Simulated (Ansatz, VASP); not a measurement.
## CuH3: VASP beside Ansatz

```
Cu H
1.0
     2.77107    0.00000    0.00000
     0.00000    2.77107    0.00000
     0.00000    0.00000    2.77107
Cu H
1 3
Direct
  0.00000 0.00000 0.00000
  0.50000 0.50000 0.00000
  0.50000 0.00000 0.50000
  0.00000 0.50000 0.50000
```

Change from the starting cell: species swapped into the TiRh3 type (Pm-3m, No. 221).

Alike in both runs: functional PBE; k mesh 16 × 16 × 16; occupations gaussian, width 0.1 eV; no spin polarisation.

Ansatz relaxed the structure, and its values are those at the end. VASP's run is a single point on that final structure, the one shown.

|  | VASP | Ansatz |
| --- | --- | --- |
| version | VASP 6.6.1 | Ansatz 0.2.0 |
| potentials or method | VASP PAW PBE potentials, release 64 (Cu, H), cutoff 520 eV | scalar-relativistic, plane waves, PAW |
| valence electrons in the cell | 14 | 22 |

Ansatz gave:

```
gap on the k mesh at the Fermi level (eV) : none
pressure (GPa)                            : 0.0
```

Problem. Estimate VASP's values.

Solution. gap on the k mesh at the Fermi level (eV): none; pressure (GPa): -0.1.

A gap of «none» marks a metal or a gap that the smearing closes. With one functional, cell and mesh, what is left measures potentials, basis and numerics. VASP's potentials hold 14 valence electrons a cell and Ansatz's 22, so a difference there can come from the potentials and not from the codes.
